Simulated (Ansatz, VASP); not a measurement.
**Ga3Sb in VASP and in Ansatz**

```
Ga Sb
1.0
    -1.94324    1.94324    4.98519
     1.94324   -1.94324    4.98519
     1.94324    1.94324   -4.98519
Ga Sb
3 1
Cartesian
  0.0000 1.9432 2.4926
  1.9432 0.0000 2.4926
  0.0000 0.0000 4.9852
  0.0000 0.0000 0.0000
```

Alike in both runs: task single point; functional PBEsol; dispersion D3(BJ); k mesh 14 × 14 × 14; occupations gaussian, width 0.15 eV; no spin polarisation.

|  | VASP | Ansatz |
| --- | --- | --- |
| version | VASP 6.6.1 | Ansatz 0.2.0 |
| potentials or method | VASP PAW PBE potentials, release 64 (Ga_d, Sb), cutoff 520 eV | scalar-relativistic, plane waves, PAW |
| valence electrons in the cell | 44 | 54 |

```csv
,VASP,Ansatz,Ansatz less VASP
gap on the k mesh at the Fermi level (eV),none,none,-
pressure (GPa),3.6,3.5,-0.05
"traceless stress, the component that is largest in VASP (GPa)",-1.73,-1.68,+0.049
```

VASP's potentials were made for PBE, not for PBEsol, and Ansatz warns of the same on its side. A gap of «none» marks a metal or a gap that the smearing closes. VASP's potentials hold 44 valence electrons a cell and Ansatz's 54, so a difference there can come from the potentials and not from the codes.

Neither program's run includes spin-orbit coupling.
